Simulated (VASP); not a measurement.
# BN (F-43m) in VASP: notebook

Runs on BN. Level: r2SCAN. Tasks: single point, relaxation of cell and atoms.

All numbers are computed with VASP 6.6.1; they aren't measurements. Logs are shortened: lines on timing, memory, paths and dates and some standing lists are left out, and cuts for length are marked.

## 1. The cell of the first run

Symmetry: F-43m, No. 216, cubic system. Conventional cell: a = 3.610 Å, b = 3.610 Å, c = 3.610 Å, α = 90.00°, β = 90.00°, γ = 90.00°. Within 2.1 Å of B (site symmetry -43m) lie 4 N at 1.56 Å. Within 2.1 Å of N (site symmetry -43m) lie 4 B at 1.56 Å.

## 2. Single point, r2SCAN

POSCAR reads:

```
BN
1.0
    0.0000000000      1.8048137555      1.8048137555
    1.8048137555      0.0000000000      1.8048137555
    1.8048137555      1.8048137555      0.0000000000
B N
1 1
Direct
    0.0000000000      0.0000000000      0.0000000000
    0.7500000000      0.7500000000      0.7500000000
```

INCAR.step1 reads:

```
SYSTEM = BN
  PREC = Accurate
  ENCUT = 520
  ISMEAR = 0
  SIGMA = 0.02
  LREAL = .False.
  LASPH = .True.
  NELM = 100
  NBANDS = 11
  GGA = PE
  ALGO = Normal
  EDIFF = 1E-4
  LWAVE = .True.
  LCHARG = .False.
```

INCAR.step2 reads:

```
SYSTEM = BN
  PREC = Accurate
  ENCUT = 520
  EDIFF = 1E-6
  ISMEAR = 0
  SIGMA = 0.02
  LREAL = .False.
  LASPH = .True.
  NELM = 100
  ALGO = Normal
  ISIF = 2
  LWAVE = .False.
  LCHARG = .False.
  METAGGA = R2SCAN
  LMIXTAU = .True.
  NBANDS = 11
  ISTART = 1
```

KPOINTS reads:

```
Automatic mesh
0
Gamma
  12 12 12
  0 0 0
```

Potentials or basis: VASP PAW PBE potentials, release 64 (B, N).

Run with:

```
cat potpaw_PBE.64/B/POTCAR potpaw_PBE.64/N/POTCAR > POTCAR
cp INCAR.step1 INCAR
mpirun -np 1 vasp_std > vasp.out
cp INCAR.step2 INCAR
mpirun -np 1 vasp_std > vasp.out
```

OUTCAR:

```text
SYSTEM = BN
   PREC = Accurate
   ENCUT = 520
   EDIFF = 1E-6
   ISMEAR = 0
   LREAL = .False.
   LASPH = .True.
   NELM = 100
   ISIF = 2
   METAGGA = R2SCAN
   ISTART = 1

 ion  position               nearest neighbor table
   1  0.000  0.000  0.000-   2 1.56   2 1.56   2 1.56   2 1.56
   2  0.750  0.750  0.750-   1 1.56   1 1.56   1 1.56   1 1.56

  LATTYP: Found a face centered cubic cell.
 ALAT       =     3.6096275110

  Lattice vectors:

 A1 = (   0.0000000000,   1.8048137555,   1.8048137555)
 A2 = (   1.8048137555,   0.0000000000,   1.8048137555)
 A3 = (   1.8048137555,   1.8048137555,   0.0000000000)

Analysis of symmetry for initial positions (statically):
=====================================================================
 Subroutine PRICEL returns:
 Original cell was already a primitive cell.

 Routine SETGRP: Setting up the symmetry group for a
 face centered cubic supercell.

 Subroutine GETGRP returns: Found 24 space group operations
 (whereof 24 operations were pure point group operations)
 out of a pool of 48 trial point group operations.

The static configuration has the point symmetry T_d .

Analysis of symmetry for dynamics (positions and initial velocities):
=====================================================================
 Subroutine PRICEL returns:
 Original cell was already a primitive cell.

 Routine SETGRP: Setting up the symmetry group for a
 face centered cubic supercell.

 Subroutine GETGRP returns: Found 24 space group operations
 (whereof 24 operations were pure point group operations)
 out of a pool of 48 trial point group operations.

The dynamic configuration has the point symmetry T_d .

 Subroutine INISYM returns: Found 24 space group operations
 (whereof 24 operations are pure point group operations),
 and found     1 'primitive' translations

----------------------------------------------------------------------------------------

                                     Primitive cell

  volume of cell :      11.7578

  direct lattice vectors                    reciprocal lattice vectors
     0.000000000  1.804813755  1.804813755    -0.277036896  0.277036896  0.277036896
     1.804813755  0.000000000  1.804813755     0.277036896 -0.277036896  0.277036896
     1.804813755  1.804813755  0.000000000     0.277036896  0.277036896 -0.277036896

  length of vectors
     2.552392091  2.552392091  2.552392091     0.479841979  0.479841979  0.479841979

  position of ions in fractional coordinates (direct lattice)
     0.000000000  0.000000000  0.000000000
     0.750000000  0.750000000  0.750000000

  ion indices of the primitive-cell ions
   primitive index   ion index
                 1           1
                 2           2

----------------------------------------------------------------------------------------

 KPOINTS: Automatic mesh

Automatic generation of k-mesh.
 Grid dimensions read from file:
 generate k-points for:   12   12   12

 Generating k-lattice:

  Cartesian coordinates                     Fractional coordinates (reciprocal lattice)
    -0.023086408  0.023086408  0.023086408     0.083333333  0.000000000  0.000000000
     0.023086408 -0.023086408  0.023086408     0.000000000  0.083333333  0.000000000
     0.023086408  0.023086408 -0.023086408     0.000000000  0.000000000  0.083333333

  Length of vectors
     0.039986832  0.039986832  0.039986832

  Shift w.r.t. Gamma in fractional coordinates (k-lattice)
     0.000000000  0.000000000  0.000000000

 Subroutine IBZKPT returns following result:
 ===========================================

 Found     72 irreducible k-points:

 Following reciprocal coordinates:
            Coordinates               Weight
  0.000000  0.000000  0.000000      1.000000
  0.083333  0.000000  0.000000      8.000000
  0.166667  0.000000  0.000000      8.000000
  0.250000  0.000000  0.000000      8.000000
  0.333333  0.000000  0.000000      8.000000
  0.416667  0.000000  0.000000      8.000000
[... 16 lines left out ...]
  0.500000  0.166667  0.000000     24.000000
 -0.416667  0.166667  0.000000     24.000000
 [... further k-points ...]
   k-points           NKPTS =     72   k-points in BZ     NKDIM =     72   number of bands    NBANDS=     11
   number of dos      NEDOS =    301   number of ions     NIONS =      2
   total plane-waves  NPLWV =   8000
   dimension x,y,z NGX =    20 NGY =   20 NGZ =   20
   dimension x,y,z NGXF=    40 NGYF=   40 NGZF=   40
   ions per type =               1   1
   NGX,Y,Z   is equivalent  to a cutoff of  13.03, 13.03, 13.03 a.u.
   NGXF,Y,Z  is equivalent  to a cutoff of  26.05, 26.05, 26.05 a.u.
 SYSTEM =  BN
   PREC   = accura    normal or accurate (medium, high low for compatibility)
   ISTART =      1    job   : 0-new  1-cont  2-samecut
   ICHARG =      0    charge: 1-file 2-atom 10-const
   ISPIN  =      1    spin polarized calculation?
   LNONCOLLINEAR =      F non collinear calculations
   LSORBIT =      F    spin-orbit coupling
   LASPH  =      T    aspherical Exc in radial PAW
   ENCUT  =  520.0 eV  38.22 Ry    6.18 a.u.   4.75  4.75  4.75*2*pi/ulx,y,z
   NELM   =    100;   NELMIN=  2; NELMDL=  0     # of ELM steps
   EDIFF  = 0.1E-05   stopping-criterion for ELM
   LREAL  =      F    real-space projection
   EDIFFG = 0.1E-04   stopping-criterion for IOM
   NSW    =      0    number of steps for IOM
   IBRION =     -1    ionic relax: 0-MD 1-quasi-New 2-CG
   NFREE  =      0    steps in history (QN), initial steepest desc. (CG)
   ISIF   =      2    stress and relaxation
   ISYM   =      2    0-nonsym 1-usesym 2-fastsym
   POTIM  = 0.5000    time-step for ionic-motion
   TEBEG  =    0.0;   TEEND  =   0.0 temperature during run
   PSTRESS=    0.0 pullay stress
   NELECT =       8.0000    total number of electrons
   NUPDOWN=      -1.0000    fix difference up-down
   EMIN   =  10.00;   EMAX   =-10.00  energy-range for DOS
   EFERMI =   0.00;   METHOD = LEGACY
   ISMEAR =     0;   SIGMA  =   0.02  broadening in eV -4-tet -1-fermi 0-gaus
   EFERMI_NEDOS =   21; number of points for ismear=-14 and -15
   IALGO  =     38    algorithm
   IMIX   =      4    mixing-type and parameters
     AMIX     =   0.40;   BMIX     =  1.00
     AMIX_MAG =   1.60;   BMIX_MAG =  1.00
  volume/ion in A,a.u.               =       5.88        39.67
  Fermi-wavevector in a.u.,A,eV,Ry     =   1.439889  2.720996 28.208703  2.073281
  Thomas-Fermi vector in A             =   2.558695
   LORBIT       =      0    0 simple, 1 ext, 2 COOP (PROOUT), +10 PAW based schemes
   METAGGA = R2SCAN    functional components
   LHFCALC =     F    Hartree Fock is set to
   AEXX    =    0.0000 exact exchange contribution
   IVDW    =     0    specifies the selected vdW correction
   LEPSILON=     F    determine dielectric tensor
   LRPA    =     F    only Hartree local field effects (RPA)
 non-spin polarized calculation
 Gauss-broadening in eV      SIGMA  =   0.02
  energy-cutoff  :      520.00
  volume of cell :       11.76
 maximum number of plane-waves:       332
   NGX =  9   NGY =  9   NGZ =  9

 number of electron       7.9999999 magnetization

 Free energy of the ion-electron system (eV)
  ---------------------------------------------------
  ext. energy  EPLUGINS =         0.00000000
  ---------------------------------------------------
  free energy    TOTEN  =       -19.17156199 eV

  energy without entropy =      -19.17156199  energy(sigma->0) =      -19.17156199

 E-fermi :   7.5473     XC(G=0): -13.6700

 val. band max:        7.2974272073   @ k =   0.0000   0.0000   0.0000
 cond. band min:      12.2790759866   @ k =   0.5000   0.5000   0.0000
 fundamental gap:      4.9816487793
 Fermi energy:         7.5472792359

 k-point     1 :       0.0000    0.0000    0.0000
  band No.  band energies     occupation
      1     -14.0457      2.00000
      2       7.2974      2.00000
      3       7.2974      2.00000
      4       7.2974      2.00000
      5      16.8456      0.00000
      6      16.8456      0.00000
      7      16.8456      0.00000
      8      18.4365      0.00000
      9      33.5180      0.00000
     10      36.0960      0.00000
     11      36.0960      0.00000

 k-point     2 :       0.0833    0.0000    0.0000
  band No.  band energies     occupation
      1     -13.8700      2.00000
      2       6.3421      2.00000
      3       7.1103      2.00000
      4       7.1103      2.00000
      5      17.0740      0.00000
      6      17.1348      0.00000
      7      17.1348      0.00000
      8      19.0244      0.00000
      9      33.3093      0.00000
     10      33.9741      0.00000
     11      33.9741      0.00000

 k-point     3 :       0.1667    0.0000    0.0000
  band No.  band energies     occupation
      1     -13.3502      2.00000
      2       4.1417      2.00000
      3       6.6536      2.00000
      4       6.6536      2.00000
      5      17.3943      0.00000
      6      17.8066      0.00000
      7      17.8066      0.00000
      8      20.4464      0.00000
      9      32.3661      0.00000
     10      32.3661      0.00000
     11      32.7281      0.00000

 k-point     4 :       0.2500    0.0000    0.0000
  band No.  band energies     occupation
      1     -12.5125      2.00000
      2       1.5603      2.00000
      3       6.1245      2.00000
      4       6.1245      2.00000
      5      17.6825      0.00000
      6      18.4427      0.00000
      7      18.4427      0.00000
      8      21.8981      0.00000
      9      31.9742      0.00000
     10      31.9742      0.00000
     11      32.1507      0.00000
[... 239 lines left out ...]
 k-point    22 :       0.4167    0.1667    0.0000
  band No.  band energies     occupation
      1     -10.5058      2.00000
      2      -1.2501      2.00000
      3       4.0153      2.00000
      4       4.2161      2.00000
      5      16.4946      0.00000
      6      20.5993      0.00000
      7      21.1361      0.00000
      8      22.0460      0.00000
      9      29.0185      0.00000
     10      35.0935      0.00000
     11      37.1463      0.00000

 k-point    23 :       0.5000    0.1667    0.0000
  band No.  band energies     occupation
      1      -9.5319      2.00000
      2      -2.8416      2.00000
      3       3.4026      2.00000
      4       4.2916      2.00000
      5      16.8540      0.00000
      6      20.5203      0.00000
      7      20.8618      0.00000
      8      23.4846      0.00000
      9      29.4221      0.00000
     10      35.3247      0.00000
     11      36.3721      0.00000

 k-point    24 :      -0.4167    0.1667    0.0000
  band No.  band energies     occupation
      1      -9.3495      2.00000
      2      -3.1105      2.00000
      3       2.9832      2.00000
      4       4.6210      2.00000
      5      17.3253      0.00000
      6      20.3700      0.00000
      7      20.4396      0.00000
      8      24.1774      0.00000
      9      29.7138      0.00000
     10      33.9271      0.00000
     11      35.6312      0.00000

 [... further k-points ...]

------------------------ aborting loop because EDIFF is reached ----------------------------------------

  FORCE on cell =-STRESS in cart. coord.  units (eV):
  Direction    XX          YY          ZZ          XY          YZ          ZX
  --------------------------------------------------------------------------------------
  -------------------------------------------------------------------------------------
  Total        0.0846089      0.0846089      0.0846089     -0.0000000     -0.0000000     -0.0000000
  in kB       11.5292026     11.5292026     11.5292026     -0.0000000     -0.0000000     -0.0000000
  external PRESSURE =      11.5292026 kB  Pullay stress =       0.0000000 kB

 VOLUME and BASIS-vectors are now :
 -----------------------------------------------------------------------------
  energy-cutoff  :      520.00
  volume of cell :       11.76
      direct lattice vectors                 reciprocal lattice vectors
     0.000000000  1.804813755  1.804813755    -0.277036896  0.277036896  0.277036896
     1.804813755  0.000000000  1.804813755     0.277036896 -0.277036896  0.277036896
     1.804813755  1.804813755  0.000000000     0.277036896  0.277036896 -0.277036896

 POSITION                                       TOTAL-FORCE (eV/Angst)
 -----------------------------------------------------------------------------------
      0.00000      0.00000      0.00000         0.000000      0.000000     -0.000000
      2.70722      2.70722      2.70722        -0.000000     -0.000000      0.000000
 -----------------------------------------------------------------------------------
    total drift:                               -0.000000     -0.000000     -0.000000

  FREE ENERGIE OF THE ION-ELECTRON SYSTEM (eV)
  ---------------------------------------------------
  free  energy   TOTEN  =       -19.1715619888 eV

  energy  without entropy=      -19.1715619888  energy(sigma->0) =      -19.17156199
```

Run time: 53 s. Hardware: 1 thread of Intel Xeon Platinum 8375C at 2.90GHz (Ice Lake), shared host; peak memory 0.12 GiB.

Results:

```yaml
Free_energy: -19.1716 eV
Pressure: 1.2 GPa
Band_gap_on_the_k_mesh: 4.98 eV, indirect (least direct gap 9.55 eV)
```

Levels at points of the mesh, in eV from the valence-band top:
```csv
k point,band 1,band 2,band 3,band 4,band 5,band 6,band 7,band 8,band 9
"(0.00, 0.00, 0.00)",-21.34,0.00,0.00,0.00,9.55,9.55,9.55,11.14,26.22
"(0.50, 0.00, 0.00)",-17.03,-11.13,-2.02,-2.02,10.85,11.49,11.49,16.45,24.94
"(0.50, 0.50, 0.00)",-15.60,-9.35,-5.12,-5.12,4.98,9.84,19.33,19.33,22.27
```

Caveat: the PAW data sets were made with another functional, which shifts forces and pressure a little. r2SCAN opens gaps a little over a GGA but as a rule still falls short of measured ones.

[end of part 1 of 2]
